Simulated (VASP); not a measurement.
# Li2Se (Fm-3m) in VASP: further runs, part 2 of 2

VASP 6.6.1.

**3. Relaxation of cell and atoms, PBEsol**

This run uses another cell than the first one, of 18.06 Å³/atom.

The input, INCAR:

```
SYSTEM = Li2Se
PREC = Accurate
ENCUT = 750
EDIFF = 1E-7
ISMEAR = -1
SIGMA = 0.02
LREAL = .False.
LASPH = .True.
NELM = 120
ALGO = Normal
ISIF = 3
LWAVE = .False.
LCHARG = .False.
GGA = PS
IBRION = 2
NSW = 80
EDIFFG = -0.005
GGA_COMPAT = .False.
NELMIN = 4
```

The input, KPOINTS:

```
Automatic mesh
0
Gamma
  6 6 6
  0 0 0
```

The input, POSCAR:

```
Li2Se
1.0
    0.0000000000      3.0031291506      3.0031291506
    3.0031291506      0.0000000000      3.0031291506
    3.0031291506      3.0031291506      0.0000000000
Li Se
2 1
Direct
    0.7500000000      0.7500000000      0.7500000000
    0.2500000000      0.2500000000      0.2500000000
    0.0000000000      0.0000000000      0.0000000000
```

Potentials or basis: VASP PAW PBE potentials, release 64 (Li_sv, Se).

Command:

```bash
> cat potpaw_PBE.64/Li_sv/POTCAR potpaw_PBE.64/Se/POTCAR > POTCAR
> mpirun -np 1 vasp_std > vasp.out
```

OUTCAR:

```text
SYSTEM = Li2Se
   PREC = Accurate
   ENCUT = 750
   EDIFF = 1E-7
   ISMEAR = -1
   LREAL = .False.
   LASPH = .True.
   NELM = 120
   ISIF = 3
   GGA = PS
   IBRION = 2
   NSW = 80
   EDIFFG = -0.005
   NELMIN = 4

 ion  position               nearest neighbor table
   1  0.750  0.750  0.750-   3 2.60   3 2.60   3 2.60   3 2.60
   2  0.250  0.250  0.250-   3 2.60   3 2.60   3 2.60   3 2.60
   3  0.000  0.000  0.000-   1 2.60   2 2.60   1 2.60   1 2.60   1 2.60   2 2.60   2 2.60   2 2.60

  LATTYP: Found a face centered cubic cell.
 ALAT       =     6.0062583012

  Lattice vectors:

 A1 = (   0.0000000000,   3.0031291506,   3.0031291506)
 A2 = (   3.0031291506,   0.0000000000,   3.0031291506)
 A3 = (   3.0031291506,   3.0031291506,   0.0000000000)

Analysis of symmetry for initial positions (statically):
=====================================================================
 Subroutine PRICEL returns:
 Original cell was already a primitive cell.

 Routine SETGRP: Setting up the symmetry group for a
 face centered cubic supercell.

 Subroutine GETGRP returns: Found 48 space group operations
 (whereof 48 operations were pure point group operations)
 out of a pool of 48 trial point group operations.

The static configuration has the point symmetry O_h .

Analysis of symmetry for dynamics (positions and initial velocities):
=====================================================================
 Subroutine PRICEL returns:
 Original cell was already a primitive cell.

 Routine SETGRP: Setting up the symmetry group for a
 face centered cubic supercell.

 Subroutine GETGRP returns: Found 48 space group operations
 (whereof 48 operations were pure point group operations)
 out of a pool of 48 trial point group operations.

The dynamic configuration has the point symmetry O_h .

 Subroutine INISYM returns: Found 48 space group operations
 (whereof 48 operations are pure point group operations),
 and found     1 'primitive' translations

[... 98 lines left out ...]
   NELECT =      12.0000    total number of electrons
   NUPDOWN=      -1.0000    fix difference up-down
   EMIN   =  10.00;   EMAX   =-10.00  energy-range for DOS
   EFERMI =   0.00;   METHOD = LEGACY
   ISMEAR =    -1;   SIGMA  =   0.02  broadening in eV -4-tet -1-fermi 0-gaus
   EFERMI_NEDOS =   21; number of points for ismear=-14 and -15
   IALGO  =     38    algorithm
   IMIX   =      4    mixing-type and parameters
     AMIX     =   0.40;   BMIX     =  1.00
     AMIX_MAG =   1.60;   BMIX_MAG =  1.00
  volume/ion in A,a.u.               =      18.06       121.85
  Fermi-wavevector in a.u.,A,eV,Ry     =   0.990569  1.871903 13.350393  0.981226
  Thomas-Fermi vector in A             =   2.122248
   LORBIT       =      0    0 simple, 1 ext, 2 COOP (PROOUT), +10 PAW based schemes
   GGA     = PS    functional components
   LHFCALC =     F    Hartree Fock is set to
   AEXX    =    0.0000 exact exchange contribution
   IVDW    =     0    specifies the selected vdW correction
   LEPSILON=     F    determine dielectric tensor
   LRPA    =     F    only Hartree local field effects (RPA)
 conjugate gradient relaxation of ions
 non-spin polarized calculation
  energy-cutoff  :      750.00
  volume of cell :       54.17
 maximum number of plane-waves:      2565
 NGX is ok and might be reduce to    40
   NGX = 19   NGY = 19   NGZ = 19

--------------------------------------- Ionic step        1  -------------------------------------------

 number of electron      12.0000004 magnetization

 Free energy of the ion-electron system (eV)
  ---------------------------------------------------
  ext. energy  EPLUGINS =         0.00000000
  ---------------------------------------------------
  free energy    TOTEN  =       -11.55496583 eV

  energy without entropy =      -11.55496583  energy(sigma->0) =      -11.55496583

------------------------ aborting loop because EDIFF is reached ----------------------------------------

  FORCE on cell =-STRESS in cart. coord.  units (eV):
  Direction    XX          YY          ZZ          XY          YZ          ZX
  --------------------------------------------------------------------------------------
  -------------------------------------------------------------------------------------
  Total       -0.3431318     -0.3431318     -0.3431318     -0.0000000      0.0000000      0.0000000
  in kB      -10.1489120    -10.1489120    -10.1489120     -0.0000000      0.0000000      0.0000000
  external PRESSURE =     -10.1489120 kB  Pullay stress =       0.0000000 kB
[... 61 lines left out ...]
--------------------------------------- Ionic step        3  -------------------------------------------

 number of electron      12.0000000 magnetization

 Free energy of the ion-electron system (eV)
  ---------------------------------------------------
  ext. energy  EPLUGINS =         0.00000000
  ---------------------------------------------------
  free energy    TOTEN  =       -11.56017296 eV

  energy without entropy =      -11.56017296  energy(sigma->0) =      -11.56017296

 E-fermi :   1.4784     XC(G=0):  -8.4885

 val. band max:        1.0864630132   @ k =   0.0000   0.0000   0.0000
 cond. band min:       3.8956353499   @ k =   0.5000   0.5000   0.0000
 fundamental gap:      2.8091723367
 Fermi energy:         1.4784415415

 k-point     1 :       0.0000    0.0000    0.0000
  band No.  band energies     occupation
      1     -42.8853      2.00000
      2     -42.8565      2.00000
      3     -10.4019      2.00000
      4       1.0865      2.00000
      5       1.0865      2.00000
      6       1.0865      2.00000
      7       4.4467      0.00000
      8       6.6652      0.00000
      9       6.6652      0.00000
     10       6.6652      0.00000
[... 223 lines left out ...]
  FREE ENERGIE OF THE ION-ELECTRON SYSTEM (eV)
  ---------------------------------------------------
  free  energy   TOTEN  =       -11.5601729558 eV

  energy  without entropy=      -11.5601729557  energy(sigma->0) =      -11.56017296

 reached required accuracy - stopping structural energy minimisation
```

Wall time 90 s (1 thread of Intel Xeon 8259CL, shared host); peak memory 0.24 GiB.

Results:

```yaml
Free_energy: -11.5602 eV
Relaxed_volume: 17.52 Å³/atom
Relaxed_cell: a = 4.205 Å, b = 4.205 Å, c = 4.205 Å, α = 60.00°, β = 60.00°, γ = 60.00°
Space_group_after_relaxing_to_0.1_Å: Fm-3m (No. 225)
Energy_gained_by_relaxing: 1.7 meV/atom
Ionic_steps: 3
Pressure_after_relaxing: 0.0 GPa
Band_gap_on_the_k_mesh: 2.81 eV (least direct gap 3.36 eV)
```

Step by step:
| step | energy change (eV) | largest force (eV/Å) | pressure (GPa) | volume (Å³) |
| --- | --- | --- | --- | --- |
| 1 | 0.0000 | 0.0000 | -1.01 | 54.17 |
| 2 | -0.0042 | 0.0000 | -0.47 | 53.28 |
| 3 | -0.0052 | 0.0000 | -0.01 | 52.57 |

Final structure:
```
Li Se
1.0
     0.00000    2.97333    2.97333
     2.97333    0.00000    2.97333
     2.97333    2.97333    0.00000
Li Se
2 1
Direct
  0.75000 0.75000 0.75000
  0.25000 0.25000 0.25000
  0.00000 0.00000 0.00000
```

Levels at points of the mesh, in eV from the valence-band top:
| k point | band 2 | band 3 | band 4 | band 5 | band 6 | band 7 | band 8 | band 9 | band 10 |
| --- | --- | --- | --- | --- | --- | --- | --- | --- | --- |
| (0.00, 0.00, 0.00) | -43.94 | -11.49 | 0.00 | 0.00 | 0.00 | 3.36 | 5.58 | 5.58 | 5.58 |
| (0.50, 0.00, 0.00) | -43.96 | -11.10 | -3.04 | -0.55 | -0.55 | 5.14 | 5.90 | 5.90 | 7.90 |
| (0.50, 0.50, 0.00) | -43.95 | -10.98 | -2.37 | -1.51 | -1.51 | 2.81 | 6.20 | 10.41 | 10.41 |

Caveat: the PAW data sets were made with another functional, which shifts forces and pressure a little.
